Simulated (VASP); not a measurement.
# H4C10F in VASP: a series of runs

Runs on H4C10F. Level: LDA. Tasks: single point.

All numbers are computed with VASP 6.6.1; they aren't measurements. Logs are shortened: lines on timing, memory, paths and dates and some standing lists are left out, and cuts for length are marked.

## (1) The cell of the first run

The cell holds a slab with vacuum, 30 atoms: a = 5.049 Å, b = 5.049 Å, c = 17.165 Å, α = 90.00°, β = 90.00°, γ = 90.00°.

## (2) Single point, LDA

Contents of INCAR:

```
PREC = Accurate ; ENCUT = 520
EDIFF = 1E-6 ; ISMEAR = -1
SIGMA = 0.05 ; LREAL = Auto
LASPH = True ; NELM = 100
ALGO = Normal ; ISIF = 2
LWAVE = False ; LCHARG = False
NBANDS = 72
```

Contents of KPOINTS:

```
regular mesh
0
Gamma
  2 2 1
```

Contents of POSCAR:

```
H4C10F
1.0
    5.0487420000      0.0000000000      0.0000000000
    0.0000000000      5.0487420000      0.0000000000
    0.0000000000      0.0000000000     17.1647000000
H C F
8 20 2
Direct
    0.4277868000      0.0000000000      0.0582591000
    0.0722132000      0.0000000000      0.0582591000
    0.9277868000      0.0000000000      0.0582591000
    0.5722132000      0.0000000000      0.0582591000
    0.4277868000      0.5000000000      0.0582591000
    0.0722132000      0.5000000000      0.0582591000
    0.9277868000      0.5000000000      0.0582591000
    0.5722132000      0.5000000000      0.0582591000
    0.2500000000      0.0000000000      0.0952362000
    0.7500000000      0.0000000000      0.0952362000
    0.2500000000      0.5000000000      0.0952362000
    0.7500000000      0.5000000000      0.0952362000
    0.2500000000      0.2500000000      0.1472324000
    0.7500000000      0.2500000000      0.1472324000
    0.2500000000      0.7500000000      0.1472324000
    0.7500000000      0.7500000000      0.1472324000
   -0.0000038851      0.2475804887      0.1943685960
    0.5000352819      0.2475491485      0.1942082155
   -0.0000360272      0.7515875706      0.2027116224
    0.4999720501      0.7513907967      0.2026521077
   -0.0000789987      0.0161266699      0.2506827389
    0.4999683758      0.0160342390      0.2506387826
   -0.0000771108      0.4921271367      0.2526401912
    0.4999148460      0.4912574625      0.2521871094
    0.2500080050      0.0953877684      0.2971155482
    0.7499013373      0.0955468664      0.2970762167
    0.2500131813      0.4069043218      0.2908951381
    0.7498399873      0.4071160712      0.2909175073
    0.2500888777     -0.0032693409      0.3704767828
    0.7498805282     -0.0031350875      0.3704507130
```

Potentials or basis: VASP PAW LDA potentials, release 64 (H, C, F).

Command:

```sh
$ cat potpaw_LDA.64/H/POTCAR potpaw_LDA.64/C/POTCAR potpaw_LDA.64/F/POTCAR > POTCAR
$ mpirun -np 1 vasp_std > vasp.out
```

OUTCAR:

```text
PREC = Accurate
   ENCUT = 520
   EDIFF = 1E-6
   ISMEAR = -1
   LREAL = Auto
   LASPH = True
   NELM = 100
   ISIF = 2

 ion  position               nearest neighbor table
   1  0.428  0.000  0.058-   4 0.73   9 1.10
   2  0.072  0.000  0.058-   3 0.73   9 1.10
   3  0.928  0.000  0.058-   2 0.73  10 1.10
   4  0.572  0.000  0.058-   1 0.73  10 1.10
   5  0.428  0.500  0.058-   8 0.73  11 1.10
   6  0.072  0.500  0.058-   7 0.73  11 1.10
   7  0.928  0.500  0.058-   6 0.73  12 1.10
   8  0.572  0.500  0.058-   5 0.73  12 1.10
   9  0.250  0.000  0.095-   1 1.10   2 1.10  13 1.55  15 1.55
  10  0.750  0.000  0.095-   3 1.10   4 1.10  14 1.55  16 1.55
  11  0.250  0.500  0.095-   5 1.10   6 1.10  13 1.55  15 1.55
  12  0.750  0.500  0.095-   7 1.10   8 1.10  14 1.55  16 1.55
  13  0.250  0.250  0.147-  18 1.50  17 1.50   9 1.55  11 1.55
  14  0.750  0.250  0.147-  18 1.50  17 1.50  10 1.55  12 1.55
[... 10 lines left out ...]
  25  0.250  0.095  0.297-  29 1.35  22 1.55  21 1.55  27 1.58
  26  0.750  0.096  0.297-  30 1.35  21 1.55  22 1.55  28 1.58
  27  0.250  0.407  0.291-  23 1.49  24 1.49  25 1.58
  28  0.750  0.407  0.291-  23 1.49  24 1.49  26 1.58
  29  0.250  0.997  0.370-  25 1.35
  30  0.750  0.997  0.370-  26 1.35

  LATTYP: Found a simple tetragonal cell.
 ALAT       =     5.0487420000
 C/A-ratio  =     3.3997974149

  Lattice vectors:

 A1 = (   5.0487420000,   0.0000000000,   0.0000000000)
 A2 = (   0.0000000000,   5.0487420000,   0.0000000000)
 A3 = (   0.0000000000,   0.0000000000,  17.1647000000)

Analysis of symmetry for initial positions (statically):
=====================================================================
 Subroutine PRICEL returns:
 Original cell was already a primitive cell.

 Routine SETGRP: Setting up the symmetry group for a
 simple tetragonal supercell.

 Subroutine GETGRP returns: Found  1 space group operations
 (whereof  1 operations were pure point group operations)
 out of a pool of 16 trial point group operations.

The static configuration has the point symmetry C_1 .

Analysis of symmetry for dynamics (positions and initial velocities):
=====================================================================
 Subroutine PRICEL returns:
 Original cell was already a primitive cell.

 Routine SETGRP: Setting up the symmetry group for a
 simple tetragonal supercell.

 Subroutine GETGRP returns: Found  1 space group operations
 (whereof  1 operations were pure point group operations)
 out of a pool of 16 trial point group operations.

The dynamic configuration has the point symmetry C_1 .

 Subroutine INISYM returns: Found  1 space group operations
 (whereof  1 operations are pure point group operations),
 and found     1 'primitive' translations

----------------------------------------------------------------------------------------

                                     Primitive cell

  volume of cell :     437.5247

  direct lattice vectors                    reciprocal lattice vectors
     5.048742000  0.000000000  0.000000000     0.198069143  0.000000000  0.000000000
     0.000000000  5.048742000  0.000000000     0.000000000  0.198069143  0.000000000
     0.000000000  0.000000000 17.164700000     0.000000000  0.000000000  0.058259102

  length of vectors
     5.048742000  5.048742000 17.164700000     0.198069143  0.198069143  0.058259102

  position of ions in fractional coordinates (direct lattice)
     0.427786800  0.000000000  0.058259100
     0.072213200  0.000000000  0.058259100
     0.927786800  0.000000000  0.058259100
     0.572213200  0.000000000  0.058259100
     0.427786800  0.500000000  0.058259100
     0.072213200  0.500000000  0.058259100
[... 22 lines left out ...]
     0.250088878  0.996730659  0.370476783
     0.749880528  0.996864913  0.370450713

  ion indices of the primitive-cell ions
   primitive index   ion index
                 1           1
                 2           2
                 3           3
                 4           4
                 5           5
                 6           6
[... 22 lines left out ...]
                29          29
                30          30

----------------------------------------------------------------------------------------

 KPOINTS: regular mesh

Automatic generation of k-mesh.
 Grid dimensions read from file:
 generate k-points for:    2    2    1

 Generating k-lattice:

  Cartesian coordinates                     Fractional coordinates (reciprocal lattice)
     0.099034571  0.000000000  0.000000000     0.500000000  0.000000000  0.000000000
     0.000000000  0.099034571  0.000000000     0.000000000  0.500000000  0.000000000
     0.000000000  0.000000000  0.058259102     0.000000000  0.000000000  1.000000000

  Length of vectors
     0.099034571  0.099034571  0.058259102

  Shift w.r.t. Gamma in fractional coordinates (k-lattice)
     0.000000000  0.000000000  0.000000000

 Subroutine IBZKPT returns following result:
 ===========================================

 Found      4 irreducible k-points:

 Following reciprocal coordinates:
            Coordinates               Weight
  0.000000  0.000000  0.000000      1.000000
  0.500000  0.000000  0.000000      1.000000
  0.000000  0.500000  0.000000      1.000000
  0.500000  0.500000  0.000000      1.000000
   k-points           NKPTS =      4   k-points in BZ     NKDIM =      4   number of bands    NBANDS=     72
   number of dos      NEDOS =    301   number of ions     NIONS =     30
   total plane-waves  NPLWV = 204800
   dimension x,y,z NGX =    40 NGY =   40 NGZ =  128
   dimension x,y,z NGXF=    80 NGYF=   80 NGZF=  256
   ions per type =               8  20   2
   NGX,Y,Z   is equivalent  to a cutoff of  13.17, 13.17, 12.40 a.u.
   NGXF,Y,Z  is equivalent  to a cutoff of  26.34, 26.34, 24.79 a.u.
 SYSTEM =  unknown system
   PREC   = accura    normal or accurate (medium, high low for compatibility)
   ISTART =      0    job   : 0-new  1-cont  2-samecut
   ICHARG =      2    charge: 1-file 2-atom 10-const
   ISPIN  =      1    spin polarized calculation?
   LNONCOLLINEAR =      F non collinear calculations
   LSORBIT =      F    spin-orbit coupling
   LASPH  =      T    aspherical Exc in radial PAW
   ENCUT  =  520.0 eV  38.22 Ry    6.18 a.u.   9.39  9.39 31.91*2*pi/ulx,y,z
   NELM   =    100;   NELMIN=  2; NELMDL= -5     # of ELM steps
   EDIFF  = 0.1E-05   stopping-criterion for ELM
   LREAL  =      T    real-space projection
   EDIFFG = 0.1E-04   stopping-criterion for IOM
   NSW    =      0    number of steps for IOM
   IBRION =     -1    ionic relax: 0-MD 1-quasi-New 2-CG
   NFREE  =      0    steps in history (QN), initial steepest desc. (CG)
   ISIF   =      2    stress and relaxation
   ISYM   =      2    0-nonsym 1-usesym 2-fastsym
   POTIM  = 0.5000    time-step for ionic-motion
   TEBEG  =    0.0;   TEEND  =   0.0 temperature during run
   PSTRESS=    0.0 pullay stress
   NELECT =     102.0000    total number of electrons
   NUPDOWN=      -1.0000    fix difference up-down
   EMIN   =  10.00;   EMAX   =-10.00  energy-range for DOS
   EFERMI =   0.00;   METHOD = LEGACY
   ISMEAR =    -1;   SIGMA  =   0.05  broadening in eV -4-tet -1-fermi 0-gaus
   EFERMI_NEDOS =   21; number of points for ismear=-14 and -15
   IALGO  =     38    algorithm
   IMIX   =      4    mixing-type and parameters
     AMIX     =   0.40;   BMIX     =  1.00
     AMIX_MAG =   1.60;   BMIX_MAG =  1.00
  volume/ion in A,a.u.               =      14.58        98.42
  Fermi-wavevector in a.u.,A,eV,Ry     =   1.007567  1.904026 13.812522  1.015192
  Thomas-Fermi vector in A             =   2.140380
   LORBIT       =      0    0 simple, 1 ext, 2 COOP (PROOUT), +10 PAW based schemes
   GGA     = CA    functional components
   LHFCALC =     F    Hartree Fock is set to
   AEXX    =    0.0000 exact exchange contribution
   IVDW    =     0    specifies the selected vdW correction
   LEPSILON=     F    determine dielectric tensor
   LRPA    =     F    only Hartree local field effects (RPA)
 non-spin polarized calculation
  energy-cutoff  :      520.00
  volume of cell :      437.52
 maximum number of plane-waves:     11843
 NGX is ok and might be reduce to    40
   NGX = 19   NGY = 19   NGZ = 63

 number of electron     102.0000008 magnetization

 Free energy of the ion-electron system (eV)
  ---------------------------------------------------
  ext. energy  EPLUGINS =         0.00000000
  ---------------------------------------------------
  free energy    TOTEN  =      -220.02914573 eV

  energy without entropy =     -219.98655560  energy(sigma->0) =     -220.00785067

 E-fermi :   0.2290     XC(G=0):  -5.3183

 val. band max:        0.1589564593   @ k =   0.5000   0.0000   0.0000
 cond. band min:       0.2792248810   @ k =   0.0000   0.0000   0.0000
 fundamental gap:      0.1202684217
 Fermi energy:         0.2289951348

 k-point     1 :       0.0000    0.0000    0.0000
  band No.  band energies     occupation
      1     -25.9273      2.00000
      2     -25.3687      2.00000
      3     -21.5043      2.00000
      4     -19.0754      2.00000
      5     -17.3887      2.00000
      6     -16.9322      2.00000
[... 55 lines left out ...]
     62       5.3333      0.00000
     63       5.6660      0.00000

 k-point     2 :       0.5000    0.0000    0.0000
  band No.  band energies     occupation
      1     -25.6596      2.00000
      2     -25.6546      2.00000
      3     -20.3870      2.00000
      4     -20.3849      2.00000
      5     -17.9708      2.00000
      6     -17.9691      2.00000
[... 55 lines left out ...]
     62       5.7956      0.00000
     63       6.3103      0.00000

 k-point     3 :       0.0000    0.5000    0.0000
  band No.  band energies     occupation
      1     -25.9232      2.00000
      2     -25.3679      2.00000
      3     -20.9630      2.00000
      4     -19.6104      2.00000
      5     -18.3398      2.00000
      6     -17.0236      2.00000
[... 55 lines left out ...]
     62       6.0057      0.00000
     63       6.0303      0.00000

 k-point     4 :       0.5000    0.5000    0.0000
  band No.  band energies     occupation
      1     -25.6575      2.00000
      2     -25.6524      2.00000
      3     -19.8575      2.00000
      4     -19.8551      2.00000
      5     -18.4840      2.00000
      6     -18.4828      2.00000
[... 55 lines left out ...]
     62       6.2279      0.00000
     63       6.8528      0.00000
 [bands above 63 left out]

------------------------ aborting loop because EDIFF is reached ----------------------------------------

  FORCE on cell =-STRESS in cart. coord.  units (eV):
  Direction    XX          YY          ZZ          XY          YZ          ZX
  --------------------------------------------------------------------------------------
  -------------------------------------------------------------------------------------
  Total       64.2199598    -12.8690651     -4.5603608     -0.0026885     -0.6138842      0.0157157
  in kB      235.1678985    -47.1253953    -16.6996440     -0.0098450     -2.2479906      0.0575494
  external PRESSURE =      57.1142864 kB  Pullay stress =       0.0000000 kB

 VOLUME and BASIS-vectors are now :
 -----------------------------------------------------------------------------
  energy-cutoff  :      520.00
  volume of cell :      437.52
      direct lattice vectors                 reciprocal lattice vectors
     5.048742000  0.000000000  0.000000000     0.198069143  0.000000000  0.000000000
     0.000000000  5.048742000  0.000000000     0.000000000  0.198069143  0.000000000
     0.000000000  0.000000000 17.164700000     0.000000000  0.000000000  0.058259102

 POSITION                                       TOTAL-FORCE (eV/Angst)
 -----------------------------------------------------------------------------------
      2.15979      0.00000      1.00000        -9.035851     -0.028274      0.062279
      0.36459      0.00000      1.00000         9.042571     -0.030319      0.060332
      4.68416      0.00000      1.00000        -9.041944     -0.030465      0.060480
      2.88896      0.00000      1.00000         9.035845     -0.028040      0.062487
      2.15979      2.52437      1.00000        -9.058262      0.032628      0.079171
      0.36459      2.52437      1.00000         9.059009      0.032833      0.077652
[... 22 lines left out ...]
      1.26263      5.03224      6.35912         0.000778     -0.173917      0.438215
      3.78595      5.03291      6.35868        -0.000922     -0.172616      0.437999
 -----------------------------------------------------------------------------------
    total drift:                               -0.003754      0.025958     -0.045836

  FREE ENERGIE OF THE ION-ELECTRON SYSTEM (eV)
  ---------------------------------------------------
  free  energy   TOTEN  =      -220.0291457307 eV

  energy  without entropy=     -219.9865556035  energy(sigma->0) =     -220.00785067
```

It took 7.9 min on 1 thread of Oxide Virtual Turin-like, shared host; peak memory 0.36 GiB.

Results:

| Quantity | Value |
| --- | --- |
| Free energy | -220.0291 eV |
| Largest force | 9.059 eV/Å |
| Band gap on the k mesh | zero (bands 51 and 52 overlap by 0.25 eV) |

Forces in eV/Å, atoms in the order of the input:
```
H   -9.036 -0.028  0.062
H    9.043 -0.030  0.060
H   -9.042 -0.030  0.060
H    9.036 -0.028  0.062
H   -9.058  0.033  0.079
H    9.059  0.033  0.078
H   -9.059  0.033  0.078
H    9.058  0.033  0.079
C   -0.018 -0.205  1.352
C    0.018 -0.206  1.353
C   -0.007  0.141  1.400
C    0.006  0.142  1.400
C   -0.007  0.032 -3.475
C    0.011  0.032 -3.476
C   -0.003  0.052  0.290
C   -0.002  0.049  0.290
C    0.003  0.004 -0.017
C   -0.012 -0.007  0.000
C    0.002  0.009  0.011
C   -0.001  0.003 -0.009
C    0.008 -0.031  0.014
C   -0.001 -0.023  0.006
C    0.003  0.072 -0.013
C    0.002  0.104  0.025
C   -0.008  0.136 -0.343
C    0.004  0.120 -0.318
C    0.005 -0.035  0.042
C   -0.003 -0.055  0.034
F    0.001 -0.174  0.438
F   -0.001 -0.173  0.438
```

Levels at points of the mesh, in eV from the Fermi level:
| k point | band 49 | band 50 | band 51 | band 52 | band 53 | band 54 |
| --- | --- | --- | --- | --- | --- | --- |
| (0.00, 0.00, 0.00) | -1.02 | -0.85 | -0.55 | 0.05 | 2.07 | 3.39 |
| (0.50, 0.00, 0.00) | -2.66 | -2.65 | -0.10 | -0.07 | 3.21 | 3.21 |
| (0.00, 0.50, 0.00) | -0.79 | -0.57 | -0.52 | 0.23 | 2.77 | 2.83 |
| (0.50, 0.50, 0.00) | -3.15 | -3.14 | 0.18 | 0.21 | 3.74 | 3.74 |

Caveat: the k points lie up to 0.62 Å⁻¹ apart; there is no dipole correction, which matters where the two faces differ.

## (3) Single point, LDA

Contents of INCAR:

```
ALGO = Normal
EDIFF = 1E-6
ENCUT = 520
ISIF = 2
ISMEAR = -1
LASPH = True
LCHARG = False
LREAL = Auto
LWAVE = False
NBANDS = 72
NELM = 80
PREC = Accurate
SIGMA = 0.05
```

Contents of KPOINTS:

```
k-points
0
Gamma
  2 2 1
```

Contents of POSCAR:

```
H4C10F
1.0
    5.0487420000      0.0000000000      0.0000000000
    0.0000000000      5.0487420000      0.0000000000
    0.0000000000      0.0000000000     17.1647000000
H C F
8 20 2
Direct
    0.4277897346      0.0000000000      0.0582591015
    0.0722160095      0.0000000000      0.0582591015
    0.9277954786      0.0000000000      0.0582591015
    0.5722217535      0.0000000000      0.0582591015
    0.4277897346      0.5000057440      0.0582591015
    0.0722160095      0.5000057440      0.0582591015
    0.9277954786      0.5000057440      0.0582591015
    0.5722217535      0.5000057440      0.0582591015
    0.2500028720      0.0000000000      0.0952361533
    0.7500086160      0.0000000000      0.0952361533
    0.2500028720      0.5000057440      0.0952361533
    0.7500086160      0.5000057440      0.0952361533
    0.2500028720      0.2500028720      0.1472324014
    0.7500086160      0.2500028720      0.1472324014
    0.2500028720      0.7500086160      0.1472324014
    0.7500086160      0.7500086160      0.1472324014
    0.0022381813      0.2434071695      0.1943989700
    0.5014120349      0.2521222118      0.1958030143
    0.0087744630      0.7520289213      0.2023222078
    0.5073541092      0.7510385756      0.2046700496
    0.0120227970      0.0205793839      0.2501878856
    0.5083642618      0.0106561199      0.2514928895
    0.0024956712      0.4841007918      0.2527454602
    0.5078294751      0.4986786807      0.2584490262
    0.2593913494      0.0962814103      0.2993643932
    0.7588821136      0.1001239517      0.2950415679
    0.2503792034      0.4064180740      0.2909226494
    0.7564458631      0.4107359814      0.2938996895
    0.2448926881     -0.0029908441      0.3724562620
    0.7433931066      0.0049715355      0.3697472138
```

Potentials or basis: VASP PAW LDA potentials, release 64 (H, C, F).

Command:

```sh
$ cat potpaw_LDA.64/H/POTCAR potpaw_LDA.64/C/POTCAR potpaw_LDA.64/F/POTCAR > POTCAR
$ mpirun -np 1 vasp_std > vasp.out
```

Wall time 7.4 min (1 thread of Oxide Virtual Turin-like, shared host); peak memory 0.36 GiB.

It converged, with:

| Quantity | Value |
| --- | --- |
| Free energy | -219.7114 eV |
| Largest force | 9.081 eV/Å |
| Band gap on the k mesh | 0.07 eV |

Forces on the atoms (eV/Å):
```
H   -9.074 -0.032  0.040
H    8.982 -0.023  0.084
H   -8.986  0.007  0.092
H    9.061 -0.045  0.024
H   -9.081  0.025  0.065
H    9.032  0.048  0.069
H   -9.041  0.053  0.063
H    9.034  0.009  0.089
C    0.370 -0.202  1.491
C   -0.409 -0.215  1.492
C    0.050  0.147  1.432
C    0.088  0.149  1.515
C    0.354  0.331 -3.084
C    0.272  0.201 -2.882
C    0.712 -0.171  0.510
C    0.711 -0.025  0.611
C    0.006  1.125 -0.828
C   -0.360 -1.091  0.205
C   -0.908 -0.321  0.379
C   -0.493  0.161 -0.368
C   -0.684 -1.243  0.549
C   -0.156  1.751 -0.113
C    0.324  1.275 -1.385
C   -0.853  0.037 -0.979
C   -0.323 -0.139 -0.983
C   -0.407 -0.517  1.172
C    1.313 -0.206  0.600
C   -0.042 -0.655 -0.397
F    0.087 -0.073  0.224
F    0.419 -0.360  0.314
```

Levels at points of the mesh, in eV from the valence-band top:
| k point | band 47 | band 48 | band 49 | band 50 | band 51 | band 52 | band 53 | band 54 | band 55 | band 56 |
| --- | --- | --- | --- | --- | --- | --- | --- | --- | --- | --- |
| (0.00, 0.00, 0.00) | -2.77 | -2.66 | -1.07 | -0.90 | -0.55 | 0.07 | 2.02 | 3.26 | 3.36 | 3.49 |
| (0.50, 0.00, 0.00) | -3.11 | -2.98 | -2.70 | -2.67 | -0.26 | 0.08 | 3.14 | 3.17 | 3.93 | 4.06 |
| (0.00, 0.50, 0.00) | -3.37 | -2.54 | -0.83 | -0.63 | -0.51 | 0.23 | 2.70 | 2.78 | 3.06 | 3.24 |
| (0.50, 0.50, 0.00) | -3.65 | -3.53 | -3.15 | -3.09 | 0.00 | 0.33 | 3.69 | 3.70 | 3.75 | 3.75 |

Caveat: the k points lie up to 0.62 Å⁻¹ apart; there is no dipole correction, which matters where the two faces differ.

The gap in the log of VASP goes by the Fermi energy; the results here count the filled bands.